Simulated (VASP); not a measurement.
# HfC (Immm) in VASP: notebook

Runs on HfC. Level: PBEsol. Tasks: single point.

All numbers are computed with VASP 6.6.1; they aren't measurements. Logs are shortened: lines on timing, memory, paths and dates and some standing lists are left out, and cuts for length are marked.

### 1 The cell of the first run

The structure is orthorhombic, space group Immm (No. 71). The conventional cell has a = 3.165 Å, b = 3.411 Å, c = 4.650 Å, α = 90.00°, β = 90.00°, γ = 90.00°. Hf (site symmetry mmm) has 6 C at 2.33 Å within 3.1 Å. Within 3.1 Å of C (site symmetry mmm) lie 6 Hf at 2.33 Å.

### 2 Single point, PBEsol (strain -0.0750 x Voigt [0, 0, 0, 0, 1, 0])

The input, INCAR:

```
ALGO = Normal ; EDIFF = 1E-6
ENCUT = 520 ; GGA = PS
ISIF = 2 ; ISMEAR = 0
LASPH = True ; LCHARG = False
LREAL = False ; LWAVE = False
NBANDS = 14 ; NELM = 100
PREC = Accurate ; SIGMA = 0.15
```

The input, KPOINTS:

```
k-points
0
Gamma
  18 18 18
```

The input, POSCAR:

```
HfC
1.0
   -0.0871875000      2.3250000000      2.3250000000
    2.2378125000      0.0000000000      2.2378125000
    2.3250000000      2.3250000000     -0.0871875000
Hf C
1 1
Direct
    0.5000000000      0.5000000000      0.5000000000
    0.0000000000      0.0000000000      0.0000000000
```

Potentials or basis: VASP PAW PBE potentials, release 64 (Hf_pv, C).

Launch:

```sh
$ cat potpaw_PBE.64/Hf_pv/POTCAR potpaw_PBE.64/C/POTCAR > POTCAR
$ mpirun -np 1 vasp_std > vasp.out
```

OUTCAR:

```text
EDIFF = 1E-6
   ENCUT = 520
   GGA = PS
   ISIF = 2
   ISMEAR = 0
   LASPH = True
   LREAL = False
   NELM = 100
   PREC = Accurate

 ion  position               nearest neighbor table
   1  0.500  0.500  0.500-   2 2.33   2 2.33   2 2.33   2 2.33   2 2.33   2 2.33
   2  0.000  0.000  0.000-   1 2.33   1 2.33   1 2.33   1 2.33   1 2.33   1 2.33

  LATTYP: Found a body centered orthorhombic cell.
 ALAT       =     3.1647447875
 B/A-ratio  =     1.0779220779
 C/A-ratio  =     1.4693127921

  Lattice vectors:

 A1 = (   2.3250000000,  -2.3250000000,  -0.0871875000)
 A2 = (  -2.3250000000,  -2.3250000000,   0.0871875000)
 A3 = (   0.0871875000,   2.3250000000,  -2.3250000000)

Analysis of symmetry for initial positions (statically):
=====================================================================
 Subroutine PRICEL returns:
 Original cell was already a primitive cell.

 Routine SETGRP: Setting up the symmetry group for a
 body centered orthorhombic supercell.

 Subroutine GETGRP returns: Found  8 space group operations
 (whereof  8 operations were pure point group operations)
 out of a pool of  8 trial point group operations.

The static configuration has the point symmetry D_2h.

Analysis of symmetry for dynamics (positions and initial velocities):
=====================================================================
 Subroutine PRICEL returns:
 Original cell was already a primitive cell.

 Routine SETGRP: Setting up the symmetry group for a
 body centered orthorhombic supercell.

 Subroutine GETGRP returns: Found  8 space group operations
 (whereof  8 operations were pure point group operations)
 out of a pool of  8 trial point group operations.

The dynamic configuration has the point symmetry D_2h.

 Subroutine INISYM returns: Found  8 space group operations
 (whereof  8 operations are pure point group operations),
 and found     1 'primitive' translations

----------------------------------------------------------------------------------------

                                     Primitive cell

  volume of cell :      25.1008

  direct lattice vectors                    reciprocal lattice vectors
    -0.087187500  2.325000000  2.325000000    -0.207280736  0.215053763  0.207280736
     2.237812500  0.000000000  2.237812500     0.223432481 -0.215053763  0.223432481
     2.325000000  2.325000000 -0.087187500     0.207280736  0.215053763 -0.207280736

  length of vectors
     3.289202283  3.164744788  3.289202283     0.363563926  0.382220184  0.363563926

  position of ions in fractional coordinates (direct lattice)
     0.500000000  0.500000000  0.500000000
     0.000000000  0.000000000  0.000000000

  ion indices of the primitive-cell ions
   primitive index   ion index
                 1           1
                 2           2

----------------------------------------------------------------------------------------

 KPOINTS: k-points

Automatic generation of k-mesh.
 Grid dimensions read from file:
 generate k-points for:   18   18   18

 Generating k-lattice:

  Cartesian coordinates                     Fractional coordinates (reciprocal lattice)
    -0.011515596  0.011947431  0.011515596     0.055555556  0.000000000 -0.000000000
     0.012412916 -0.011947431  0.012412916     0.000000000  0.055555556  0.000000000
     0.011515596  0.011947431 -0.011515596     0.000000000  0.000000000  0.055555556

  Length of vectors
     0.020197996  0.021234455  0.020197996

  Shift w.r.t. Gamma in fractional coordinates (k-lattice)
     0.000000000  0.000000000  0.000000000

 Subroutine IBZKPT returns following result:
 ===========================================

 Found    865 irreducible k-points:

 Following reciprocal coordinates:
            Coordinates               Weight
  0.000000  0.000000  0.000000      1.000000
  0.055556  0.000000  0.000000      4.000000
  0.111111  0.000000  0.000000      4.000000
  0.166667  0.000000 -0.000000      4.000000
  0.222222  0.000000 -0.000000      4.000000
  0.277778  0.000000 -0.000000      4.000000
[... 16 lines left out ...]
 -0.333333  0.055556  0.000000      8.000000
 -0.277778  0.055556  0.000000      8.000000
 [... further k-points ...]
   k-points           NKPTS =    865   k-points in BZ     NKDIM =    865   number of bands    NBANDS=     14
   number of dos      NEDOS =    301   number of ions     NIONS =      2
   total plane-waves  NPLWV =  13824
   dimension x,y,z NGX =    24 NGY =   24 NGZ =   24
   dimension x,y,z NGXF=    48 NGYF=   48 NGZF=   48
   ions per type =               1   1
   NGX,Y,Z   is equivalent  to a cutoff of  12.13, 12.61, 12.13 a.u.
   NGXF,Y,Z  is equivalent  to a cutoff of  24.26, 25.21, 24.26 a.u.
 SYSTEM =  unknown system
   PREC   = accura    normal or accurate (medium, high low for compatibility)
   ISTART =      0    job   : 0-new  1-cont  2-samecut
   ICHARG =      2    charge: 1-file 2-atom 10-const
   ISPIN  =      1    spin polarized calculation?
   LNONCOLLINEAR =      F non collinear calculations
   LSORBIT =      F    spin-orbit coupling
   LASPH  =      T    aspherical Exc in radial PAW
   ENCUT  =  520.0 eV  38.22 Ry    6.18 a.u.   6.12  5.88  6.12*2*pi/ulx,y,z
   NELM   =    100;   NELMIN=  2; NELMDL= -5     # of ELM steps
   EDIFF  = 0.1E-05   stopping-criterion for ELM
   LREAL  =      F    real-space projection
   EDIFFG = 0.1E-04   stopping-criterion for IOM
   NSW    =      0    number of steps for IOM
   IBRION =     -1    ionic relax: 0-MD 1-quasi-New 2-CG
   NFREE  =      0    steps in history (QN), initial steepest desc. (CG)
   ISIF   =      2    stress and relaxation
   ISYM   =      2    0-nonsym 1-usesym 2-fastsym
   POTIM  = 0.5000    time-step for ionic-motion
   TEBEG  =    0.0;   TEEND  =   0.0 temperature during run
   PSTRESS=    0.0 pullay stress
   NELECT =      14.0000    total number of electrons
   NUPDOWN=      -1.0000    fix difference up-down
   EMIN   =  10.00;   EMAX   =-10.00  energy-range for DOS
   EFERMI =   0.00;   METHOD = LEGACY
   ISMEAR =     0;   SIGMA  =   0.15  broadening in eV -4-tet -1-fermi 0-gaus
   EFERMI_NEDOS =   21; number of points for ismear=-14 and -15
   IALGO  =     38    algorithm
   IMIX   =      4    mixing-type and parameters
     AMIX     =   0.40;   BMIX     =  1.00
     AMIX_MAG =   1.60;   BMIX_MAG =  1.00
  volume/ion in A,a.u.               =      12.55        84.69
  Fermi-wavevector in a.u.,A,eV,Ry     =   1.347581  2.546559 24.707841  1.815975
  Thomas-Fermi vector in A             =   2.475320
   LORBIT       =      0    0 simple, 1 ext, 2 COOP (PROOUT), +10 PAW based schemes
   GGA     = PS    functional components
   LHFCALC =     F    Hartree Fock is set to
   AEXX    =    0.0000 exact exchange contribution
   IVDW    =     0    specifies the selected vdW correction
   LEPSILON=     F    determine dielectric tensor
   LRPA    =     F    only Hartree local field effects (RPA)
 non-spin polarized calculation
 Gauss-broadening in eV      SIGMA  =   0.15
  energy-cutoff  :      520.00
  volume of cell :       25.10
 maximum number of plane-waves:       692
   NGX = 13   NGY = 11   NGZ = 13

 number of electron      14.0000002 magnetization

 Free energy of the ion-electron system (eV)
  ---------------------------------------------------
  ext. energy  EPLUGINS =         0.00000000
  ---------------------------------------------------
  free energy    TOTEN  =       -22.10836702 eV

  energy without entropy =      -22.10545633  energy(sigma->0) =      -22.10691168

 E-fermi :   5.8506     XC(G=0): -12.4295

 val. band max:        5.8464087683   @ k =   0.3333   0.2778  -0.0000
 cond. band min:       5.8608723423   @ k =   0.3333   0.3889   0.0556
 fundamental gap:      0.0144635740
 Fermi energy:         5.8505646695

 k-point     1 :       0.0000    0.0000    0.0000
  band No.  band energies     occupation
      1     -23.7076      2.00000
      2     -23.6824      2.00000
      3     -23.6433      2.00000
      4      -6.4789      2.00000
      5       6.6181      0.00000
      6       6.6483      0.00000
      7       6.8223      0.00000
      8       7.0005      0.00000
      9       7.1303      0.00000
     10       7.7288      0.00000
     11       9.2448      0.00000
     12       9.2532      0.00000
     13      12.7567      0.00000
     14      16.8231      0.00000

 k-point     2 :       0.0556    0.0000    0.0000
  band No.  band energies     occupation
      1     -23.7234      2.00000
      2     -23.6886      2.00000
      3     -23.6455      2.00000
      4      -6.4031      2.00000
      5       5.8900      0.71036
      6       6.2360      0.00028
      7       6.7353      0.00000
      8       7.1448      0.00000
      9       7.4533      0.00000
     10       7.8877      0.00000
     11       9.6113      0.00000
     12       9.6438      0.00000
     13      12.9106      0.00000
     14      17.0107      0.00000

 k-point     3 :       0.1111    0.0000    0.0000
  band No.  band energies     occupation
      1     -23.7795      2.00000
      2     -23.6950      2.00000
      3     -23.6517      2.00000
      4      -6.1803      2.00000
      5       4.9741      2.00000
      6       5.5514      1.99521
      7       6.0628      0.04543
      8       7.4397      0.00000
      9       7.9460      0.00000
     10       8.1541      0.00000
     11      10.4626      0.00000
     12      10.5075      0.00000
     13      13.3350      0.00000
     14      17.5441      0.00000
[... 324 lines left out ...]
 k-point    23 :      -0.3333    0.0556    0.0000
  band No.  band energies     occupation
      1     -24.2197      2.00000
      2     -23.7319      2.00000
      3     -23.7096      2.00000
      4      -3.9552      2.00000
      5       0.9825      2.00000
      6       3.1771      2.00000
      7       3.8171      2.00000
      8       9.2024      0.00000
      9       9.7637      0.00000
     10      10.8693      0.00000
     11      14.2305      0.00000
     12      14.9020      0.00000
     13      15.9113      0.00000
     14      19.4016      0.00000

 k-point    24 :      -0.2778    0.0556    0.0000
  band No.  band energies     occupation
      1     -24.1256      2.00000
      2     -23.7248      2.00000
      3     -23.6992      2.00000
      4      -4.5561      2.00000
      5       1.8006      2.00000
      6       3.5214      2.00000
      7       4.1760      2.00000
      8       8.7392      0.00000
      9       9.1906      0.00000
     10      10.2438      0.00000
     11      13.3365      0.00000
     12      14.8759      0.00000
     13      15.0930      0.00000
     14      19.4452      0.00000

 [... further k-points ...]
[... 5 lines left out ...]
  --------------------------------------------------------------------------------------
  -------------------------------------------------------------------------------------
  Total       -1.0137682     -1.1165706     -1.0137682     -0.0000000      0.0000000      1.9850994
  in kB      -64.7085273    -71.2703755    -64.7085273     -0.0000000      0.0000000    126.7083205
  external PRESSURE =     -66.8958100 kB  Pullay stress =       0.0000000 kB

 VOLUME and BASIS-vectors are now :
 -----------------------------------------------------------------------------
  energy-cutoff  :      520.00
  volume of cell :       25.10
      direct lattice vectors                 reciprocal lattice vectors
    -0.087187500  2.325000000  2.325000000    -0.207280736  0.215053763  0.207280736
     2.237812500  0.000000000  2.237812500     0.223432481 -0.215053763  0.223432481
     2.325000000  2.325000000 -0.087187500     0.207280736  0.215053763 -0.207280736

 POSITION                                       TOTAL-FORCE (eV/Angst)
 -----------------------------------------------------------------------------------
      2.23781      2.32500      2.23781         0.000000     -0.000000     -0.000000
      0.00000      0.00000      0.00000        -0.000000      0.000000      0.000000
 -----------------------------------------------------------------------------------
    total drift:                                0.000000     -0.000000      0.000000

  FREE ENERGIE OF THE ION-ELECTRON SYSTEM (eV)
  ---------------------------------------------------
  free  energy   TOTEN  =       -22.1083670192 eV

  energy  without entropy=      -22.1054563345  energy(sigma->0) =      -22.10691168
```

It took 2 min on 1 thread of Intel Xeon Platinum 8259CL at 2.50GHz (Skylake/Cascade Lake), shared host; peak memory 0.41 GiB.

Results:

* Free energy: -22.1084 eV
* Pressure: -6.7 GPa
* Band gap on the k mesh: zero (band 7 reaches 6.82 eV, above the bottom of band 8 at 5.48 eV)

Stress tensor (GPa, compression positive):
```
-6.47  0.00 12.67
 0.00 -7.13  0.00
12.67  0.00 -6.47
```

Levels at points of the mesh, in eV from the Fermi level:
```
           k point  band 4  band 5  band 6  band 7  band 8  band 9  band 10  band 11
(0.00, 0.00, 0.00)  -12.33    0.77    0.80    0.97    1.15    1.28     1.88     3.39
(0.50, 0.00, 0.00)   -8.65   -6.28   -3.08   -2.47    4.34    5.49     5.90     6.72
(0.00, 0.50, 0.00)   -8.39   -6.15   -3.49   -2.96    5.09    5.17     6.32     6.54
(0.50, 0.50, 0.00)  -10.37   -2.63   -1.86   -0.11   -0.10    5.14     6.51     6.65
(0.50, 0.00, 0.50)  -10.41   -2.62   -1.90   -0.47    0.30    5.32     6.69     6.73
```

Caveat: the cell differs from its parent crystal (strain -0.0750 x Voigt [0, 0, 0, 0, 1, 0]); the PAW data sets were made with another functional, which shifts forces and pressure a little; spin-orbit coupling is left out, which moves the levels of the heavy elements.

### 3 Single point, PBEsol (strain +0.0375 x Voigt [0, 0, 0, 0, 1, 0])

The input, INCAR:

```
ALGO     = Normal         # electronic algorithm
EDIFF    = 1E-6           # SCF threshold, eV
ENCUT    = 520            # plane-wave cutoff, eV
GGA      = PS             # functional
ISIF     = 2              # what is computed and relaxed
ISMEAR   = 0              # smearing method
LASPH    = True           # aspherical terms in the spheres
LCHARG   = False          # write CHGCAR
LREAL    = False          # projectors in reciprocal space
LWAVE    = False          # write WAVECAR
NBANDS   = 14             # bands
NELM     = 60             # most SCF steps
PREC     = Accurate       # precision mode
SIGMA    = 0.15           # smearing width, eV
```

KPOINTS is that of step 2.

The input, POSCAR:

```
HfC
1.0
    0.0435937500      2.3250000000      2.3250000000
    2.3685937500      0.0000000000      2.3685937500
    2.3250000000      2.3250000000      0.0435937500
Hf C
1 1
Direct
    0.5000000000      0.5000000000      0.5000000000
    0.0000000000      0.0000000000      0.0000000000
```

Potentials or basis: VASP PAW PBE potentials, release 64 (Hf_pv, C).

Launch:

```sh
$ cat potpaw_PBE.64/Hf_pv/POTCAR potpaw_PBE.64/C/POTCAR > POTCAR
$ mpirun -np 1 vasp_std > vasp.out
```

Wall time 3.5 min (1 thread of Intel Xeon Platinum 8259CL at 2.50GHz (Skylake/Cascade Lake), shared host); peak memory 0.41 GiB.

The run converged. Its results:

```yaml
Free_energy: -22.1633 eV
Pressure: -6.9 GPa
Band_gap_on_the_k_mesh: zero (band 7 reaches 6.89 eV, above the bottom of band 8 at 5.41 eV)
```

Stress tensor (GPa, compression positive):
```
-6.88  0.00 -6.35
 0.00 -7.02  0.00
-6.35  0.00 -6.88
```

Levels at points of the mesh, in eV from the Fermi level:
| k point | band 4 | band 5 | band 6 | band 7 | band 8 | band 9 | band 10 | band 11 |
| --- | --- | --- | --- | --- | --- | --- | --- | --- |
| (0.00, 0.00, 0.00) | -12.30 | 0.90 | 1.02 | 1.08 | 1.16 | 1.30 | 1.61 | 3.37 |
| (0.50, 0.00, 0.00) | -8.43 | -6.15 | -3.24 | -2.96 | 5.19 | 5.34 | 6.06 | 6.42 |
| (0.00, 0.50, 0.00) | -8.56 | -6.21 | -3.02 | -2.73 | 4.86 | 5.39 | 5.81 | 6.62 |
| (0.50, 0.50, 0.00) | -10.36 | -2.59 | -1.83 | -0.09 | -0.08 | 5.26 | 6.66 | 6.70 |
| (0.50, 0.00, 0.50) | -10.37 | -2.59 | -1.84 | -0.27 | 0.11 | 5.31 | 6.71 | 6.73 |

Caveat: the cell differs from its parent crystal (strain +0.0375 x Voigt [0, 0, 0, 0, 1, 0]); the PAW data sets were made with another functional, which shifts forces and pressure a little; spin-orbit coupling is left out, which moves the levels of the heavy elements.
